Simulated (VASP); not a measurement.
Runs of VASP 6.6.1 on Zr. The structure is that of space group P6_3/mmc (No. 194), or close to it. The cells are those of the table. 

| task | level | cell | k mesh | cutoff (eV) | gap on the mesh (eV) | pressure (GPa) |
| --- | --- | --- | --- | --- | --- | --- |
| single point | r2SCAN | a = 3.250, b = 3.250, c = 5.154 Å, angles 90.0, 90.0, 120.0°, 2 atoms | 14 × 14 × 8 | 520 | none | -0.2 |
| single point | r2SCAN | a = 3.245, b = 3.245, c = 5.147 Å, angles 90.0, 90.0, 120.0°, 2 atoms | 14 × 14 × 8 | 520 | none | (a) |
| single point | PBE | a = 3.241, b = 3.241, c = 5.162 Å, angles 90.0, 90.0, 120.0°, 2 atoms | 8 × 8 × 4 | 520 | none | 0.0 |
| single point | r2SCAN | a = 3.248, b = 3.248, c = 5.150 Å, angles 90.0, 90.0, 120.0°, 2 atoms | 14 × 14 × 8 | 520 | none | 0.0 |
| relaxation of cell and atoms | PBE | relaxed from a = 3.230, b = 3.230, c = 5.145 Å, angles 90.0, 90.0, 120.0°, 2 atoms | 8 × 8 × 4 | 600 | none | 0.0 |

Alike in all rows: potentials or basis VASP PAW PBE potentials, release 64 (Zr_sv); no spin polarisation; smearing gaussian 0.05 eV.

Problem. Estimate the missing entries.

Solution. (a) 0.2.

Caveats: the PAW data sets were made with another functional, which shifts forces and pressure a little (at least some runs).

A k mesh can miss the band edges, and the runs leave out spin-orbit coupling on Zr.

A gap of «none» marks levels without a gap at the run's occupations.
